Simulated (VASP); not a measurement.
# Ge2H in VASP: further runs, part 2 of 2

VASP 6.6.1.

### 3 Single point, PBE+D3(BJ), collinear spin

Contents of INCAR:

```
PREC = Accurate
ENCUT = 520
EDIFF = 1E-7
ISMEAR = 0
SIGMA = 0.1
LREAL = False
LASPH = True
NELM = 150
ALGO = Normal
ISIF = 2
LWAVE = False
LCHARG = False
ISPIN = 2
MAGMOM = 0 0 1
LORBIT = 11
LDIPOL = True
IDIPOL = 3
DIPOL = 0.5 0.5 0.283
GGA = PE
IVDW = 12
NBANDS = 26
```

Contents of KPOINTS:

```
regular mesh
0
Gamma
  9 9 1
```

Contents of POSCAR:

```
Ge2H
1.0
    4.0226895460      0.0000000000      0.0000000000
   -2.0113447730      3.4837513384      0.0000000000
    0.0000000000      0.0000000000     17.6842610184
Ge H
2 1
Direct
    0.3333333333      0.6666666667      0.2648830513
    0.6666666667      0.3333333333      0.2261898304
    1.2222222222     -0.2222222222      0.3593173055
```

Potentials or basis: VASP PAW PBE potentials, release 64 (Ge_d, H).

Run with:

```bash
$ cat potpaw_PBE.64/Ge_d/POTCAR potpaw_PBE.64/H/POTCAR > POTCAR
$ mpirun -np 1 vasp_std > vasp.out
```

OUTCAR:

```text
PREC = Accurate
   ENCUT = 520
   EDIFF = 1E-7
   ISMEAR = 0
   LREAL = False
   LASPH = True
   NELM = 150
   ISIF = 2
   ISPIN = 2
   LORBIT = 11
   GGA = PE
   IVDW = 12
 IVDW          = 12

 ion  position               nearest neighbor table
   1  0.333  0.667  0.265-   3 1.84   2 2.42   2 2.42   2 2.42
   2  0.667  0.333  0.226-   1 2.42   1 2.42   1 2.42
   3  0.222  0.778  0.359-   1 1.84

  LATTYP: Found a hexagonal cell.
 ALAT       =     4.0226895460
 C/A-ratio  =     4.3961287134

  Lattice vectors:

 A1 = (   4.0226895460,   0.0000000000,   0.0000000000)
 A2 = (  -2.0113447730,   3.4837513384,   0.0000000000)
 A3 = (   0.0000000000,   0.0000000000,  17.6842610184)

Analysis of symmetry for initial positions (statically):
=====================================================================
 Subroutine PRICEL returns:
 Original cell was already a primitive cell.

 Routine SETGRP: Setting up the symmetry group for a
 hexagonal supercell.

 Subroutine GETGRP returns: Found  2 space group operations
 (whereof  2 operations were pure point group operations)
 out of a pool of 24 trial point group operations.

The static configuration has the point symmetry C_1h.

Analysis of symmetry for dynamics (positions and initial velocities):
=====================================================================
 Subroutine PRICEL returns:
 Original cell was already a primitive cell.

 Routine SETGRP: Setting up the symmetry group for a
 hexagonal supercell.

 Subroutine GETGRP returns: Found  2 space group operations
 (whereof  2 operations were pure point group operations)
 out of a pool of 24 trial point group operations.

The dynamic configuration has the point symmetry C_1h.

Analysis of structural, dynamic, and magnetic symmetry:
=====================================================================
 Subroutine PRICEL returns:
 Original cell was already a primitive cell.

 Routine SETGRP: Setting up the symmetry group for a
 hexagonal supercell.

 Subroutine GETGRP returns: Found  2 space group operations
 (whereof  2 operations were pure point group operations)
 out of a pool of 24 trial point group operations.

The overall configuration has the point symmetry C_1h.

 Subroutine INISYM returns: Found  2 space group operations
 (whereof  2 operations are pure point group operations),
 and found     1 'primitive' translations

----------------------------------------------------------------------------------------

                                     Primitive cell

  volume of cell :     247.8281

  direct lattice vectors                    reciprocal lattice vectors
     4.022689546  0.000000000  0.000000000     0.248589902  0.143523447  0.000000000
    -2.011344773  3.483751338  0.000000000     0.000000000  0.287046894  0.000000000
     0.000000000  0.000000000 17.684261018     0.000000000  0.000000000  0.056547458

  length of vectors
     4.022689546  4.022689546 17.684261018     0.287046894  0.287046894  0.056547458

  position of ions in fractional coordinates (direct lattice)
     0.333333333  0.666666667  0.264883051
     0.666666667  0.333333333  0.226189830
     0.222222222  0.777777778  0.359317305

  ion indices of the primitive-cell ions
   primitive index   ion index
[... 76 lines left out ...]
   EDIFFG = 0.1E-05   stopping-criterion for IOM
   NSW    =      0    number of steps for IOM
   IBRION =     -1    ionic relax: 0-MD 1-quasi-New 2-CG
   NFREE  =      0    steps in history (QN), initial steepest desc. (CG)
   ISIF   =      2    stress and relaxation
   ISYM   =      2    0-nonsym 1-usesym 2-fastsym
   POTIM  = 0.5000    time-step for ionic-motion
   TEBEG  =    0.0;   TEEND  =   0.0 temperature during run
   PSTRESS=    0.0 pullay stress
   NELECT =      29.0000    total number of electrons
   NUPDOWN=      -1.0000    fix difference up-down
   EMIN   =  10.00;   EMAX   =-10.00  energy-range for DOS
   EFERMI =   0.00;   METHOD = LEGACY
   ISMEAR =     0;   SIGMA  =   0.10  broadening in eV -4-tet -1-fermi 0-gaus
   EFERMI_NEDOS =   21; number of points for ismear=-14 and -15
   IALGO  =     38    algorithm
   IMIX   =      4    mixing-type and parameters
     AMIX     =   0.40;   BMIX     =  1.00
     AMIX_MAG =   1.60;   BMIX_MAG =  1.00
  volume/ion in A,a.u.               =      82.61       557.48
  Fermi-wavevector in a.u.,A,eV,Ry     =   0.800738  1.513176  8.723810  0.641182
  Thomas-Fermi vector in A             =   1.908092
   LORBIT       =     11    0 simple, 1 ext, 2 COOP (PROOUT), +10 PAW based schemes
   GGA     = PE    functional components
   LHFCALC =     F    Hartree Fock is set to
   AEXX    =    0.0000 exact exchange contribution
   IVDW    =    12    specifies the selected vdW correction
   LEPSILON=     F    determine dielectric tensor
   LRPA    =     F    only Hartree local field effects (RPA)
 spin polarized calculation
 Gauss-broadening in eV      SIGMA  =   0.10
  energy-cutoff  :      520.00
  volume of cell :      247.83
 maximum number of plane-waves:      6709
 NGX is ok and might be reduce to    30
   NGX = 15   NGY = 15   NGZ = 65

 dipolmoment           0.000000      0.000000     -0.016315 electrons x Angstroem

 number of electron      29.0000013 magnetization       0.9572035

 dipolmoment           0.000000      0.000000      0.039383 electrons x Angstroem

 Free energy of the ion-electron system (eV)
  ---------------------------------------------------
  ext. energy  EPLUGINS =         0.00000000
  ---------------------------------------------------
  free energy    TOTEN  =       -10.46306056 eV

  energy without entropy =      -10.45935623  energy(sigma->0) =      -10.46120840

 E-fermi :  -2.9925     XC(G=0):  -2.7731

 val. band max:       -3.0235358198   @ k =  -0.4444   0.4444   0.0000
 cond. band min:      -2.9780072905   @ k =   0.4444   0.0000   0.0000
 fundamental gap:      0.0455285294
 Fermi energy:        -2.9925309864

 spin component 1

 k-point     1 :       0.0000    0.0000    0.0000
  band No.  band energies     occupation
      1     -27.5623      1.00000
      2     -27.5565      1.00000
      3     -27.5033      1.00000
      4     -27.4834      1.00000
      5     -27.4754      1.00000
      6     -27.4086      1.00000
[... 685 lines left out ...]
     25       5.8739      0.00000
     26       6.0657      0.00000

 [... further k-points ...]

 spin component 2

 k-point     1 :       0.0000    0.0000    0.0000
  band No.  band energies     occupation
      1     -27.5298      1.00000
      2     -27.5268      1.00000
      3     -27.4717      1.00000
      4     -27.4598      1.00000
      5     -27.4405      1.00000
      6     -27.3372      1.00000
[... 685 lines left out ...]
     25       6.1258      0.00000
     26       6.3122      0.00000

 [... further k-points ...]

------------------------ aborting loop because EDIFF is reached ----------------------------------------

 vacuum level on the upper side and lower side of the slab       (xc-potential included)         0.247        -0.247

 Edisp (eV)   -0.34161

 E8    (eV) :    -0.1540

  FORCE on cell =-STRESS in cart. coord.  units (eV):
  Direction    XX          YY          ZZ          XY          YZ          ZX
  --------------------------------------------------------------------------------------
  -------------------------------------------------------------------------------------
  Total       0.32645     0.95364    -1.71147     0.54316    -0.80782     1.39918
  in kB       2.11049     6.16519   -11.06443     3.51147    -5.22245     9.04555
  external pressure =       -0.93 kB  Pullay stress =        0.00 kB

 VOLUME and BASIS-vectors are now :
 -----------------------------------------------------------------------------
  energy-cutoff  :      520.00
  volume of cell :      247.83
      direct lattice vectors                 reciprocal lattice vectors
     4.022689546  0.000000000  0.000000000     0.248589902  0.143523447  0.000000000
    -2.011344773  3.483751338  0.000000000     0.000000000  0.287046894  0.000000000
     0.000000000  0.000000000 17.684261018     0.000000000  0.000000000  0.056547458

 POSITION                                       TOTAL-FORCE (eV/Angst)
 -----------------------------------------------------------------------------------
     -0.00000      2.32250      4.68426        -0.839811      0.484865      1.728988
      2.01134      1.16125      4.00000         0.001573     -0.000908     -0.510977
     -0.67045      2.70958      6.35426         0.838239     -0.483957     -1.218011
 -----------------------------------------------------------------------------------
    total drift:                               -0.000013      0.000007      0.001246

  FREE ENERGIE OF THE ION-ELECTRON SYSTEM (eV)
  ---------------------------------------------------
  free  energy   TOTEN  =       -10.8046688706 eV

  energy  without entropy=      -10.8009645483  energy(sigma->0) =      -10.80281671

 vacuum level on the upper side and lower side of the slab         2.061         1.552

 total charge

# of ion       s       p       d       tot
------------------------------------------
    1        1.127   1.216  10.026  12.368
    2        1.171   1.163  10.007  12.341
    3        0.449   0.005   0.000   0.455
--------------------------------------------------
tot          2.747   2.384  20.033  25.164

 magnetization (x)

# of ion       s       p       d       tot
------------------------------------------
    1        0.010   0.021   0.017   0.049
    2        0.032   0.267  -0.000   0.299
    3        0.091  -0.000   0.000   0.091
--------------------------------------------------
tot          0.133   0.288   0.017   0.439
```

OSZICAR:

```text
N       E                     dE             d eps       ncg     rms          rms(c)
DAV:   1     0.197331343560E+03    0.19733E+03   -0.14627E+04  3090   0.137E+03
DAV:   2     0.220760689906E+02   -0.17526E+03   -0.16834E+03  2776   0.370E+02
DAV:   3    -0.823649604051E+01   -0.30313E+02   -0.30108E+02  3494   0.125E+02
[... 19 lines left out ...]
DAV:  23    -0.104630559806E+02   -0.97108E-05   -0.34462E-07  2414   0.295E-03    0.448E-04
DAV:  24    -0.104630588031E+02   -0.28226E-05   -0.14967E-07  2394   0.233E-03    0.215E-04
DAV:  25    -0.104630598689E+02   -0.10657E-05   -0.62809E-08  2400   0.115E-03    0.144E-04
DAV:  26    -0.104630602699E+02   -0.40100E-06   -0.16751E-08  2368   0.104E-03    0.837E-05
DAV:  27    -0.104630605124E+02   -0.24253E-06   -0.10039E-08  2382   0.960E-04    0.511E-05
DAV:  28    -0.104630605566E+02   -0.44246E-07   -0.59382E-09  2246   0.600E-04
   1 F= -.10804669E+02 E0= -.10802817E+02  d E =-.370432E-02  mag=     0.9572
```

Run time: 14 min. Hardware: 1 thread of Oxide Virtual Turin-like, shared host; peak memory 0.54 GiB.

What came out:

```yaml
Free_energy: -10.8047 eV
Largest_force: 1.982 eV/Å
Band_gap_on_the_k_mesh: 0.05 eV (least direct gap 0.64 eV)
Net_moment: 0.96 μB per cell
Site_moments: Ge +0.05, +0.30; H +0.09 μB
Valence_electrons_inside_the_program's_atomic_spheres: Ge 12.37, 12.34; H 0.46
Dispersion_energy_per_atom: -0.114 eV
```

Forces in eV/Å, atoms in the order of the input:
```
Ge  -0.840  0.485  1.729
Ge   0.002 -0.001 -0.511
H    0.838 -0.484 -1.218
```

Levels at points of the mesh, in eV from the valence-band top:
Spin up:
| k point | band 13 | band 14 | band 15 | band 16 | band 17 | band 18 |
| --- | --- | --- | --- | --- | --- | --- |
| (0.00, 0.00, 0.00) | -1.01 | -0.57 | -0.23 | 0.50 | 3.51 | 3.77 |
Spin down:
```
           k point  band 10  band 11  band 12  band 13  band 14  band 15  band 16  band 17  band 18  band 19
(0.00, 0.00, 0.00)   -24.22   -11.29    -4.52    -0.61    -0.36     0.41     0.90     3.78     4.00     4.38
```

### 4 Single point, PBE+D3(BJ), collinear spin

Contents of INCAR:

```
ALGO = Fast
DIPOL = 0.5 0.5 0.283
EDIFF = 1E-6
ENCUT = 520
GGA = PE
IDIPOL = 3
ISIF = 2
ISMEAR = 0
ISPIN = 2
IVDW = 12
LASPH = True
LCHARG = True
LDIPOL = True
LELF = True
LORBIT = 11
LREAL = False
LVACPOTAV = True
LVHAR = True
LWAVE = False
MAGMOM = 0 0 1
NBANDS = 26
NELM = 150
PREC = Accurate
SIGMA = 0.1
```

Contents of KPOINTS:

```
k-points
0
Gamma
  9 9 1
```

Changes to POSCAR since step 3:

```diff
@@ -10,2 +10,2 @@
     0.6666666667      0.3333333333      0.2261898304
-    1.2222222222     -0.2222222222      0.3593173055
+    0.4444444444      0.5555555556      0.3593173055
```

Run with:

```bash
$ cat potpaw_PBE.64/Ge_d/POTCAR potpaw_PBE.64/H/POTCAR > POTCAR
$ mpirun -np 1 vasp_std > vasp.out
```

It took 18 min on 1 thread of Oxide Virtual Turin-like, shared host; peak memory 0.55 GiB.

Results (log left out):

```yaml
Free_energy: -10.8176 eV
Largest_force: 1.891 eV/Å
Net_moment: 0.77 μB per cell
Site_moments: Ge +0.05, +0.24; H +0.07 μB
Valence_electrons_inside_the_program's_atomic_spheres: Ge 12.37, 12.34; H 0.45
Dispersion_energy_per_atom: -0.114 eV
```

Forces in eV/Å, atoms in the order of the input:
```
Ge   0.517 -0.299  1.794
Ge   0.210 -0.121 -0.518
H   -0.727  0.420 -1.276
```

Levels at points of the mesh, in eV from the Fermi level:
Spin up:
| k point | band 12 | band 13 | band 14 | band 15 | band 16 | band 17 | band 18 | band 19 |
| --- | --- | --- | --- | --- | --- | --- | --- | --- |
| (0.00, 0.00, 0.00) | -5.08 | -1.10 | -0.60 | -0.13 | 0.49 | 3.64 | 3.70 | 3.93 |
Spin down:
| k point | band 11 | band 12 | band 13 | band 14 | band 15 | band 16 | band 17 | band 18 |
| --- | --- | --- | --- | --- | --- | --- | --- | --- |
| (0.00, 0.00, 0.00) | -11.37 | -4.64 | -0.79 | -0.43 | 0.35 | 0.85 | 3.86 | 3.86 |

### 5 The runs side by side

```csv
cell,gap on the mesh (eV),moment (μB),largest force (eV/Å)
"as given, atomic positions A",none,0.27,27.33
"as given, atomic positions B",0.05,0.96,1.98
"as given, atomic positions C",none,0.77,1.89
```

Alike in all rows: task single point; level PBE+D3(BJ); potentials or basis VASP PAW PBE potentials, release 64 (Ge_d, H); spin collinear; k mesh 9 × 9 × 1; cutoff (eV) 520; smearing gaussian 0.1 eV.

Caveats: atoms lie so close that the PAW spheres overlap strongly, which falsifies energies and pressures (at least some runs); a moment this small can come from the mesh or the smearing (at least some runs).

Absolute energies hang on the potentials; compare differences alone.

The gap in the log of VASP goes by the Fermi energy; the results here count the filled bands.